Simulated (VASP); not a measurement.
Here is a VASP 6.6.1 calculation.

The input INCAR:

```
SYSTEM = LuSc2N3
ALGO = Normal ; EDIFF = 1E-6
ENCUT = 520 ; GGA = PE
ISIF = 2 ; ISMEAR = 0
LASPH = .True. ; LCHARG = .True.
LELF = .True. ; LREAL = .False.
LVHAR = .True. ; LWAVE = .False.
NBANDS = 40 ; NELM = 60
PREC = Accurate ; SIGMA = 0.1
```

Contents of KPOINTS:

```
k-points
0
Gamma
  6 6 4
  0 0 0
```

File POSCAR:

```
LuSc2N3
1.0
    5.5612848400      0.0000000000      0.0000000000
   -2.7806424200      4.8162139500      0.0000000000
    0.0000000000      0.0000000000      4.0722807600
Lu Sc N
1 2 3
Direct
    0.0000000000      0.0000000000      0.5000000000
    0.3333333300      0.6666666700      0.5000000000
    0.6666666700      0.3333333300      0.5000000000
    0.3333333300      0.6666666700      0.0000000000
    0.6666666700      0.3333333300      0.0000000000
    0.0000000000      0.0000000000      0.0000000000
```

Potentials or basis: VASP PAW PBE potentials, release 64 (Lu, Sc_sv, N).

Launch:

```sh
$ cat potpaw_PBE.64/Lu/POTCAR potpaw_PBE.64/Sc_sv/POTCAR potpaw_PBE.64/N/POTCAR > POTCAR
$ mpirun -np 1 vasp_std > vasp.out
```

Estimate the band gap on the k mesh.

zero (band 31 reaches 2.71 eV, above the bottom of band 32 at 1.34 eV).

Predict the pressure.

5.0 GPa.

Stress tensor (GPa, compression positive):
```
 9.77  0.00  0.00
 0.00  9.77  0.00
 0.00  0.00 -4.44
```

Caveat: the k points lie up to 0.39 Å⁻¹ apart; spin-orbit coupling is left out, which moves the levels of the heavy elements.
